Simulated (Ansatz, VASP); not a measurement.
One calculation of HfN, two programs

```
CELL_PARAMETERS angstrom
0.00000 -2.25080 -2.25080
0.00000 2.25080 -2.25080
4.50160 0.00000 0.00000
ATOMIC_POSITIONS crystal
Hf 0.50885 0.49115 0.50000
Hf 0.99115 0.00885 0.00000
N 0.47994 0.52006 0.00000
N 0.02006 0.97994 0.50000
```

Change from the starting cell: mode 4 frozen in at -0.043 Å and mode 11 at +0.067 Å (largest displacements).

Alike in both runs: task single point; functional PBEsol; k mesh 14 × 14 × 10; occupations gaussian, width 0.15 eV; no spin polarisation.

|  | VASP | Ansatz |
| --- | --- | --- |
| version | VASP 6.6.1 | Ansatz 0.2.0 |
| potentials or method | VASP PAW PBE potentials, release 64 (Hf_pv, N), cutoff 520 eV | scalar-relativistic, plane waves, PAW |
| valence electrons in the cell | 30 | 62 |

```tsv
	VASP	Ansatz	Ansatz less VASP
gap on the k mesh at the Fermi level (eV)	none	none	-
pressure (GPa)	-1.8	0.4	+2.14
traceless stress, the component that is largest in VASP (GPa)	0.82	0.84	+0.027
rms of the force components (eV/Å)	0.385	0.382	-0.0027
```

VASP's potentials were made for PBE, not for PBEsol, and Ansatz warns of the same on its side. Atom by atom the forces differ by 0.006 eV/Å (rms over components). A gap of «none» marks a metal or a gap that the smearing closes. The functional is the same, so the differences come from potentials, cutoffs and numerics. VASP's potentials hold 30 valence electrons a cell and Ansatz's 62, so a difference there can come from the potentials and not from the codes.

Spin-orbit coupling is off throughout.
